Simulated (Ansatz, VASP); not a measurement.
## Re: VASP and Ansatz over several settings

```
Re
1.0
     2.72349    0.00000    0.00000
    -1.36174    2.35861    0.00000
     0.00000    0.00000    4.39795
Re
2
Direct
  0.66667 0.33333 0.75000
  0.33333 0.66667 0.25000
```

Single points on this cell with VASP 6.6.1 and Ansatz 0.2.0. Each row is one pair of runs. Alike in all rows: k mesh: 11 × 11 × 6; smearing: fermi-dirac, width 0.05 eV; Ansatz's potentials, cutoff: Ansatz PAW, 420 eV.

```tsv
level	spin	VASP's potentials, cutoff	pressure (GPa), VASP	pressure (GPa), Ansatz
BLYP+D3(BJ)	off	VASP PAW PBE potentials, release 64 (Re_sv_GW), 560 eV	18.5	?
LDA	off	VASP PAW LDA potentials, release 64 (Re_sv_GW), 560 eV	5.9	5.9
PBEsol	non-collinear, zero start, SOC	VASP PAW PBE potentials, release 64 (Re), 520 eV	13.4	13.0
```

Task: Fill in what Ansatz gave in row 1.

Result: Pressure (GPa): 18.2.

VASP's potentials hold 14 valence electrons a cell and Ansatz's 30 in some rows, so a difference there can come from the potentials and not from the codes.
